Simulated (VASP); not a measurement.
Runs of VASP 6.6.1 on TiAl. The structure is that of space group P4/mmm (No. 123), or close to it. The cells are those of the table. 

```tsv
cell	gap on the mesh (eV)	pressure (GPa)
a = 3.433, b = 3.433, c = 2.925 Å, 2 atoms	none	-11.2
a = 3.052, b = 3.052, c = 3.433 Å, 2 atoms	none	-5.2
a = 3.433, b = 3.433, c = 3.052 Å, 2 atoms	none	-14.4
a = 3.179, b = 3.179, c = 3.433 Å, 2 atoms	none	(a)
a = 3.306, b = 3.306, c = 2.925 Å, 2 atoms	none	(b)
a = 3.306, b = 3.306, c = 3.052 Å, 2 atoms	none	-9.0
```

Alike in all rows: task single point; level LDA; potentials or basis VASP PAW LDA potentials, release 64 (Ti_sv, Al); no spin polarisation; k mesh 16 × 16 × 16; cutoff (eV) 520; smearing gaussian 0.15 eV.

Q: Estimate the missing entries.

A: (a) -12.3; (b) -4.7.

A gap of «none» marks levels without a gap at the run's occupations.
